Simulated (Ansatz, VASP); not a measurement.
## Two plane-wave programs on Co

```xyz
4
Lattice="2.4952 0.0000 0.0000 -1.2476 2.1609 0.0000 0.0000 0.0000 8.0817" Properties=species:S:1:pos:R:3 pbc="T T T"
Co   -1.2476    2.1609    0.0000
Co    1.2476    2.1609    4.0409
Co    0.0000    1.4406    2.0204
Co    1.2476    0.7203    6.0613
```

Alike in both runs: task single point; functional PBE; k mesh 16 × 16 × 5; occupations fermi-dirac, width 0.05 eV; collinear spin.

|  | VASP | Ansatz |
| --- | --- | --- |
| version | VASP 6.6.1 | Ansatz 0.2.0 |
| potentials or method | VASP PAW PBE potentials, release 64 (Co), cutoff 520 eV | plane waves (420 eV) with PAW, scalar-relativistic |
| valence electrons in the cell | 36 | 68 |

|  | VASP | Ansatz | Ansatz less VASP |
| --- | --- | --- | --- |
| pressure (GPa) | -1.1 | -0.3 | +0.73 |
| traceless stress, the component that is largest in VASP (GPa) | 0.32 | 0.29 | -0.025 |
| net moment per atom (μB) | 1.62 | 1.62 | +0.008 |
| size of the moment on the site where the two differ most (μB) | 1.65 | 1.71 | +0.063 |

Site moments also hang on the region over which each program counts them. With one functional, cell and mesh, what is left measures potentials, basis and numerics. VASP's potentials hold 36 valence electrons a cell and Ansatz's 68, so a difference there can come from the potentials and not from the codes.
